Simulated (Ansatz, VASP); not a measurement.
# Pt: VASP beside Ansatz

```
Pt
1.0
     0.00000    1.97058    1.97058
     1.97058    0.00000    1.97058
     1.97058    1.97058    0.00000
Pt
1
Direct
  0.00000 0.00000 0.00000
```

Alike in both runs: task single point; functional r2SCAN; k mesh 14 × 14 × 14; occupations gaussian, width 1 eV; no spin polarisation.

|  | VASP | Ansatz |
| --- | --- | --- |
| version | VASP 6.6.1 | Ansatz 0.2.0 |
| potentials or method | VASP PAW PBE potentials, release 64 (Pt), cutoff 520 eV | plane waves (500 eV) with PAW, scalar-relativistic |
| valence electrons in the cell | 10 | 18 |

VASP gave:

| Property | Result |
| --- | --- |
| pressure (GPa) | 3.6 |

Problem. What did Ansatz give for the same quantities?

Solution. Pressure (GPa): 2.9.

VASP's potentials were made for PBE, not for r2SCAN. VASP's potentials hold 10 valence electrons a cell and Ansatz's 18, so a difference there can come from the potentials and not from the codes.

Spin-orbit coupling is off throughout.
